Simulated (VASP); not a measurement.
Here is a VASP 6.6.1 calculation.

POSCAR

```
LiNbO3
1.0
    3.9528341942      0.0000000000      0.0000000000
    0.0000000000      3.9528341942      0.0000000000
    0.0000000000      0.0000000000      3.9528341942
Li Nb O
1 1 3
Direct
    0.0000000000      0.0000000000      0.0000000000
    0.5000000000      0.5000000000      0.5000000000
    0.5000000000      0.5000000000      0.0000000000
    0.5000000000      0.0000000000      0.5000000000
    0.0000000000      0.5000000000      0.5000000000
```

Contents of INCAR.step1:

```
ALGO = Normal
EDIFF = 1E-4
ENCUT = 520
GGA = PE
ISMEAR = 0
LASPH = T
LCHARG = F
LREAL = F
LWAVE = T
NBANDS = 25
NELM = 80
PREC = Accurate
SIGMA = 0.01
```

File INCAR.step2:

```
ALGO = Normal
EDIFF = 1E-6
ENCUT = 520
ISIF = 2
ISMEAR = 0
ISTART = 1
LASPH = T
LCHARG = T
LELF = T
LMIXTAU = T
LREAL = F
LVHAR = T
LWAVE = F
METAGGA = R2SCAN
NBANDS = 25
NELM = 80
PREC = Accurate
SIGMA = 0.01
```

KPOINTS

```
k-points
0
Gamma
  6 6 6
```

Potentials or basis: VASP PAW PBE potentials, release 64 (Li_sv, Nb_sv, O).

The run is started by

```sh
$ cat potpaw_PBE.64/Li_sv/POTCAR potpaw_PBE.64/Nb_sv/POTCAR potpaw_PBE.64/O/POTCAR > POTCAR
$ cp INCAR.step1 INCAR
$ mpirun -np 1 vasp_std > vasp.out
$ cp INCAR.step2 INCAR
$ mpirun -np 1 vasp_std > vasp.out
```

(1) Predict the band gap on the k mesh.

Answers

(1) 2.07 eV (least direct gap 2.92 eV).

Caveat: the cell differs from its parent crystal (strain +0.5%).
